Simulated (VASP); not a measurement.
Si16N (a cell with a defect), 17 atoms in the cell. The cell holds a defect, 17 atoms: a = 7.679 Å, b = 7.679 Å, c = 7.679 Å, α = 60.00°, β = 60.00°, γ = 60.00°. 

| Item | Value |
| --- | --- |
| Program | VASP 6.6.1 |
| Task | single point |
| Functional | PBEsol |
| Potentials or basis | VASP PAW PBE potentials, release 64 (Si, N) |
| Cutoff | 520 eV |
| k mesh | 1 × 1 × 1 |
| Occupations | gaussian, width 0.02 eV |
| Spin | collinear spin, zero start |
| Starting moments | [0.0, 0.0, 0.0, 0.0, 0.0, 0.0, 0.0, 0.0, 0.0, 0.0, 0.0, 0.0, 0.0, 0.0, 0.0, 0.0, 0.0] μB |
| Dipole correction | no |
| Further INCAR settings | LREAL = Auto; ALGO = Normal; EDIFF = 1e-06; NBANDS = 52 |

Potentials or basis: VASP PAW PBE potentials, release 64 (Si, N).

Command:

```sh
$ cat potpaw_PBE.64/Si/POTCAR potpaw_PBE.64/N/POTCAR > POTCAR
$ mpirun -np 1 vasp_gam > vasp.out
```

Hardware: 1 thread of AMD EPYC 9R14 (Zen 4), on a shared host.

Question: How long does it take, and how much memory?

Answer: Run time: 82 s on 1 thread of AMD EPYC 9R14 (Zen 4), with other jobs on the host, peak memory 0.56 GiB. Counts: scf iterations 17, k points 1.
